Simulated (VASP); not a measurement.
BN: single point with PBE

BN:

```xyz
2
Lattice="0.0000 1.7763 1.7763 1.7763 0.0000 1.7763 1.7763 1.7763 0.0000" Properties=species:S:1:pos:R:3 pbc="T T T"
B     0.0000    0.0000    0.0000
N     2.6645    2.6645    2.6645
```

```json
{
 "Program": "VASP 6.6.1",
 "Task": "single point",
 "Functional": "PBE",
 "Potentials or basis": "VASP PAW PBE potentials, release 64 (B, N)",
 "Cutoff": "520 eV",
 "k mesh": "12 × 12 × 12",
 "Occupations": "gaussian, width 0.01 eV",
 "Spin": "no spin polarisation"
}
```

* Pressure: 25.4 GPa
* Band gap on the k mesh: 4.51 eV, indirect (least direct gap 9.07 eV)

Levels at points of the mesh, in eV from the valence-band top:
```csv
k point,band 1,band 2,band 3,band 4,band 5,band 6,band 7,band 8
"(0.00, 0.00, 0.00)",-20.84,0.00,0.00,0.00,9.07,9.07,9.07,11.21
"(0.50, 0.00, 0.00)",-16.37,-11.18,-2.04,-2.04,10.84,10.99,10.99,15.80
"(0.50, 0.50, 0.00)",-14.93,-9.26,-5.17,-5.17,4.51,9.52,18.73,18.73
```

It took 4.6 s on 1 thread of Intel(R) Xeon(R) 6975P-C (Granite Rapids), with other jobs on the host, peak memory 0.12 GiB.

A k mesh can miss the band edges.
